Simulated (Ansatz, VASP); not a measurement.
# One calculation of Bi, two programs

```
Bi
1.0
     2.27300    1.31232    3.87492
    -2.27300    1.31232    3.87492
     0.00000   -2.62463    3.87492
Bi
2
Direct
  0.23389 0.23389 0.23389
  0.76611 0.76611 0.76611
```

Change from the starting cell: zz strain of -2 %.

Alike in both runs: task single point; functional PBE; k mesh 11 × 11 × 11; occupations fermi-dirac, width 0.03 eV; no spin polarisation.

```csv
,VASP,Ansatz
version,VASP 6.6.1,Ansatz 0.2.0
potentials or method,"VASP PAW PBE potentials, release 64 (Bi_d), cutoff 520 eV","all-electron LAPW, scalar-relativistic"
```

VASP gave:

| Property | Result |
| --- | --- |
| pressure (GPa) | 2.7 |
| traceless stress, the component that is largest in VASP (GPa) | 0.33 |
| rms of the force components (eV/Å) | 0.182 |

Q: Estimate Ansatz's values.

A: Pressure (GPa): 2.8; traceless stress, the component that is largest in VASP (GPa): 0.33; rms of the force components (eV/Å): 0.178.

Atom by atom the forces differ by 0.004 eV/Å (rms over components). Ansatz ran all-electron here, and VASP with PAW potentials.

Neither program's run includes spin-orbit coupling.
